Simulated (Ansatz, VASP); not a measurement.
**Se: VASP beside Ansatz**

```
Se
1.0
     5.51169    3.18218    1.52890
    -5.51169    3.18218    1.52890
     0.00000   -6.36435    1.52890
Se
6
Direct
  0.83796 0.71335 0.08824
  0.71335 0.08824 0.83796
  0.08824 0.83796 0.71335
  0.16204 0.28665 0.91176
  0.28665 0.91176 0.16204
  0.91176 0.16204 0.28665
```

Change from the starting cell: epitaxial_xy strain -2.0%.

Alike in both runs: task single point; functional r2SCAN; k mesh 6 × 6 × 6; no spin polarisation.

```csv
,VASP,Ansatz
version,VASP 6.6.1,Ansatz 0.2.0
potentials or method,"VASP PAW PBE potentials, release 64 (Se)","plane waves, PAW"
plane-wave cutoff (eV),520,500
occupations,"gaussian, width 0.01 eV",fixed
valence electrons in the cell,36,96
```

|  | VASP | Ansatz | Ansatz less VASP |
| --- | --- | --- | --- |
| gap on the k mesh at the Fermi level (eV) | 1.65 | 1.66 | +0.007 |
| pressure (GPa) | 1.3 | 1.3 | +0.04 |
| traceless stress, the component that is largest in VASP (GPa) | -0.34 | -0.36 | -0.018 |
| rms of the force components (eV/Å) | 0.026 | 0.026 | +0.0005 |

VASP's potentials were made for PBE, not for r2SCAN. Atom by atom the forces differ by 0.001 eV/Å (rms over components). VASP's potentials hold 36 valence electrons a cell and Ansatz's 96, so a difference there can come from the potentials and not from the codes.
